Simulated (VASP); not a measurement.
A run of VASP 6.6.1 is set up as follows.

INCAR

```
ALGO = Normal
EDIFF = 1E-7
EDIFFG = -0.01
ENCUT = 600
GGA = PE
IBRION = 2
ISIF = 3
ISMEAR = 0
LASPH = T
LCHARG = F
LREAL = F
LWAVE = F
NELM = 80
NSW = 100
PREC = Accurate
SIGMA = 0.02
```

KPOINTS

```
k-points
0
Gamma
  6 6 4
```

File POSCAR:

```
Al5GaAs6
1.0
    7.0028214000      0.0000000000      0.0000000000
   -3.5014107000      6.0646212000      0.0000000000
    0.0000000000      0.0000000000      6.6481502000
Al Ga As
5 1 6
Direct
    0.3336300000      0.3336300000      0.9994090000
    0.0000000000      0.6663700000      0.9994090000
    0.6663700000      0.0000000000      0.9994090000
    0.6666667000      0.3333333000      0.4999460000
    0.3333333000      0.6666667000      0.4999460000
    0.0000000000      0.0000000000      0.5005660000
    0.3341380000      0.3341380000      0.3737780000
    0.0000000000      0.6658620000      0.3737780000
    0.6658620000      0.0000000000      0.3737780000
    0.6666667000      0.3333333000      0.8739990000
    0.3333333000      0.6666667000      0.8739990000
    0.0000000000      0.0000000000      0.8759830000
```

Potentials or basis: VASP PAW PBE potentials, release 64 (Al, Ga_d, As).

Launch:

```console
$ cat potpaw_PBE.64/Al/POTCAR potpaw_PBE.64/Ga_d/POTCAR potpaw_PBE.64/As/POTCAR > POTCAR
$ mpirun -np 1 vasp_std > vasp.out
```

Question: Predict the relaxed volume.

Answer: 23.61 Å³/atom.

Question: What does it give for the space group after relaxing (to 0.05 Å)?

Answer: P31m (No. 157).

Forces in eV/Å, atoms in the order of the input:
```
Al   0.000  0.000  0.000
Al   0.000  0.000  0.000
Al   0.000  0.000  0.000
Al   0.000  0.000  0.000
Al   0.000  0.000  0.000
Ga   0.000  0.000  0.000
As   0.001  0.002 -0.001
As   0.001 -0.002 -0.001
As  -0.003  0.000 -0.001
As   0.000  0.000  0.000
As   0.000  0.000  0.000
As   0.000  0.000  0.003
```
